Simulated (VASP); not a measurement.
# CaSn2O5: electric field gradients with PBE

Crystal: CaSn2O5.

```
CELL_PARAMETERS angstrom
2.00057 -5.45915 0.00000
2.00057 5.45915 0.00000
0.00000 0.00000 10.86370
ATOMIC_POSITIONS crystal
Ca 0.19262 0.80738 0.25000
Ca 0.80738 0.19262 0.75000
Sn 0.86820 0.13180 0.06288
Sn 0.13180 0.86820 0.93712
Sn 0.13180 0.86820 0.56288
Sn 0.86820 0.13180 0.43712
O 0.19849 0.80151 0.75000
O 0.80151 0.19849 0.25000
O 0.69431 0.30569 0.55318
O 0.30569 0.69431 0.44682
O 0.30569 0.69431 0.05318
O 0.69431 0.30569 0.94682
O 0.04744 0.95256 0.10922
O 0.95256 0.04744 0.89078
O 0.04744 0.95256 0.39078
O 0.95256 0.04744 0.60922
```

| Quantity | Value |
| --- | --- |
| Program | VASP 6.6.1 |
| Task | electric field gradients |
| Functional | PBE |
| Potentials or basis | VASP PAW PBE potentials, release 64 (Ca_sv, Sn_d, O) |
| Cutoff | 520 eV |
| k mesh | 6 × 6 × 2 |
| Occupations | fermi-dirac, width 0.02 eV |
| Spin | no spin polarisation |
| Dipole correction | no |
| Further INCAR settings | LREAL = Auto; ALGO = Normal; EDIFF = 1e-08; NBANDS = 82 |

```yaml
Pressure: 0.1 GPa
Largest_force: 0.021 eV/Å
Band_gap_on_the_k_mesh: 1.48 eV, indirect (least direct gap 1.53 eV)
```

Forces in eV/Å, atoms in the order of the input:
```
Ca   0.000 -0.001  0.000
Ca   0.000  0.001  0.000
Sn   0.000 -0.021 -0.005
Sn   0.000  0.021  0.005
Sn   0.000  0.021 -0.005
Sn   0.000 -0.021  0.005
O    0.000 -0.010  0.000
O    0.000  0.010  0.000
O    0.000 -0.011 -0.003
O    0.000  0.011  0.003
O    0.000  0.011 -0.003
O    0.000 -0.011  0.003
O    0.000 -0.008  0.000
O    0.000  0.008  0.000
O    0.000 -0.008  0.000
O    0.000  0.008  0.000
```

Levels at points of the mesh, in eV from the valence-band top:
```csv
k point,band 66,band 67,band 68,band 69,band 70,band 71
"(0.00, 0.00, 0.00)",-0.16,-0.11,-0.05,1.48,3.55,4.01
"(0.50, 0.00, 0.00)",-0.27,-0.25,-0.01,4.59,5.19,5.33
"(0.50, 0.50, 0.00)",-0.23,-0.15,-0.12,2.88,3.67,4.57
"(0.00, 0.00, 0.50)",-0.27,-0.13,-0.13,2.41,2.41,4.80
"(0.50, 0.00, 0.50)",-0.26,-0.17,-0.17,4.82,4.82,5.74
"(0.50, 0.50, 0.50)",-0.20,-0.17,-0.17,3.34,3.34,4.65
```

Electric field gradients, principal values (V/Å²):
| atom | least | middle | greatest (by size) |
| --- | --- | --- | --- |
| 1 Ca | -8.346 | -19.693 | 28.039 |
| 2 Ca | -8.346 | -19.693 | 28.039 |
| 3 Sn | 0.381 | 42.157 | -42.538 |
| 4 Sn | 0.381 | 42.157 | -42.538 |
| 5 Sn | 0.381 | 42.157 | -42.538 |
| 6 Sn | 0.381 | 42.157 | -42.538 |
| 7 O | -37.739 | -74.489 | 112.228 |
| 8 O | -37.739 | -74.489 | 112.228 |
| 9 O | 14.446 | 70.942 | -85.388 |
| 10 O | 14.446 | 70.942 | -85.388 |
| 11 O | 14.446 | 70.942 | -85.388 |
| 12 O | 14.446 | 70.942 | -85.388 |
| 13 O | -14.815 | -67.215 | 82.030 |
| 14 O | -14.815 | -67.215 | 82.030 |
| 15 O | -14.815 | -67.215 | 82.030 |
| 16 O | -14.815 | -67.215 | 82.030 |

It took 19 min on 1 thread of Intel(R) Xeon(R) Platinum 8488C (Sapphire Rapids) (shared host), peak memory 0.65 GiB.

Caveat: without QUAD_EFG the Cq values of the log hold for a quadrupole moment of 1 mb, not for the nuclei; spin-orbit coupling is left out, which moves the levels of the heavy elements. A k mesh can miss the band edges.
